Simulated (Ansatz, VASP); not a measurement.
Two plane-wave programs on BAs

```
B As
1.0
     0.00000    2.37247    2.37247
     2.37247    0.00000    2.37247
     2.37247    2.37247    0.00000
B As
1 1
Direct
  0.00000 0.00000 0.00000
  0.25000 0.25000 0.25000
```

Change from the starting cell: volume scaled by 0.98, ions relaxed.

Alike in both runs: functional PBE; k mesh 16 × 16 × 16; occupations fermi-dirac, width 0.02 eV; no spin polarisation.

Ansatz relaxed the structure, and its values are those at the end. VASP's run is a single point on that final structure, the one shown.

```csv
,VASP,Ansatz
version,VASP 6.6.1,Ansatz 0.2.0
potentials or method,"VASP PAW PBE potentials, release 64 (B, As_d)","plane-wave PAW, scalar-relativistic"
plane-wave cutoff (eV),560,420
valence electrons in the cell,18,18
```

Ansatz gave:

* gap on the k mesh at the Fermi level (eV): 1.18
* pressure (GPa): 5.8

Q: Which values does VASP return?

A: gap on the k mesh at the Fermi level (eV): 1.18; pressure (GPa): 5.5.

With one functional, cell and mesh, what is left measures potentials, basis and numerics. Ansatz's warnings: stress scf threshold loose.
